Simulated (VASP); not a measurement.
Write the native input for VASP 6.6.1 that does the following.

```
Task                   : relaxation of cell and atoms
Functional             : PBE
Potentials or basis    : VASP PAW PBE potentials, release 64 (Ge_d, Sb_d_GW, O)
Cutoff                 : 700 eV
k mesh                 : 6 × 6 × 2
Occupations            : gaussian, width 0.1 eV
Spin                   : no spin polarisation
Dipole correction      : no
Further INCAR settings : ALGO = Normal; EDIFF = 1e-07; IBRION = 2; EDIFFG = -0.04; NSW = 90; ISIF = 3
```

The structure of Ge2Sb2O lies in POSCAR:

```
Ge2Sb2O
1.0
    3.6728994600      0.0000000000      0.0000000000
   -1.8364497300      3.1808242400      0.0000000000
    0.0000000000      0.0000000000      9.3123244400
Ge Sb O
2 2 1
Direct
    0.3333333300      0.6666666700      0.0000000000
    0.6666666700      0.3333333300      0.0000000000
    0.0000000000      0.0000000000      0.7732694500
    0.0000000000      0.0000000000      0.2267305500
    0.0000000000      0.0000000000      0.0000000000
```

The cell was generated, and may not be a known phase.

One way to write it, as run:

INCAR

```
SYSTEM = Ge2Sb2O
PREC = Accurate ; ENCUT = 700
EDIFF = 1E-7 ; ISMEAR = 0
SIGMA = 0.1 ; LREAL = .FALSE.
LASPH = .TRUE. ; NELM = 120
ALGO = Normal ; ISIF = 3
LWAVE = .FALSE. ; LCHARG = .FALSE.
GGA = PE ; IBRION = 2
NSW = 90 ; EDIFFG = -0.04
GGA_COMPAT = .FALSE. ; NELMIN = 4
```

KPOINTS

```
regular mesh
0
G
  6 6 2
  0 0 0
```

Potentials or basis: VASP PAW PBE potentials, release 64 (Ge_d, Sb_d_GW, O).

Launch:

```bash
$ cat potpaw_PBE.64/Ge_d/POTCAR potpaw_PBE.64/Sb_d_GW/POTCAR potpaw_PBE.64/O/POTCAR > POTCAR
$ mpirun -np 1 vasp_std > vasp.out
```

Results of the run:

- Relaxed volume: 33.18 Å³/atom
- Relaxed cell: a = 4.699 Å, b = 4.699 Å, c = 8.677 Å, α = 90.00°, β = 90.00°, γ = 120.00°
- Space group after relaxing (to 0.1 Å): P6/mmm (No. 191)
- Pressure after relaxing: -0.1 GPa
- Largest force after relaxing: 0.030 eV/Å
- Band gap on the k mesh: zero (bands 32 and 33 overlap by 0.56 eV)

Caveat: the volume moved by over 15 % at a fixed basis, so the end points are rough; spin-orbit coupling is left out, which moves the levels of the heavy elements.

Run time: 14 min on 1 thread of Intel(R) Xeon(R) 6975P-C (Granite Rapids), on a shared host, peak memory 0.35 GiB.
